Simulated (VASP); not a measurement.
Write the native input for VASP 6.6.1 that does the following.

```
Task                   : single point
Functional             : PBE
Potentials or basis    : VASP PAW PBE potentials, release 64 (Ga_d, P)
Cutoff                 : 500 eV
k mesh                 : 8 × 8 × 8
Occupations            : gaussian, width 0.02 eV
Spin                   : no spin polarisation
Dipole correction      : no
Further INCAR settings : ALGO = Normal; EDIFF = 1e-06; NBANDS = 16
```

The structure of GaP lies in POSCAR:

```
GaP
1.0
    0.0000000000      2.6964570281      2.6964570281
    2.6964570281      0.0000000000      2.6964570281
    2.6964570281      2.6964570281      0.0000000000
Ga P
1 1
Direct
    0.0000000000      0.0000000000      0.0000000000
    0.2500000000      0.2500000000      0.2500000000
```

This cell differs from its parent crystal: volume scaled by 0.94.

These files were run (other wordings do the same):

INCAR

```
PREC = Accurate
ENCUT = 500
EDIFF = 1E-6
ISMEAR = 0
SIGMA = 0.02
LREAL = F
LASPH = T
NELM = 120
ALGO = Normal
ISIF = 2
LWAVE = F
LCHARG = T
GGA = PE
LELF = T
LVHAR = T
NBANDS = 16
GGA_COMPAT = F
```

KPOINTS

```
Automatic mesh
0
Gamma
  8 8 8
```

Potentials or basis: VASP PAW PBE potentials, release 64 (Ga_d, P).

The run is started by

```console
$ cat potpaw_PBE.64/Ga_d/POTCAR potpaw_PBE.64/P/POTCAR > POTCAR
$ mpirun -np 1 vasp_std > vasp.out
```

It gave:

- Pressure: 5.4 GPa
- Band gap on the k mesh: 1.59 eV, indirect (least direct gap 2.09 eV)

Wall time 12 s on 1 thread of Intel(R) Xeon(R) 6975P-C (Granite Rapids) (shared host), peak memory 0.15 GiB.
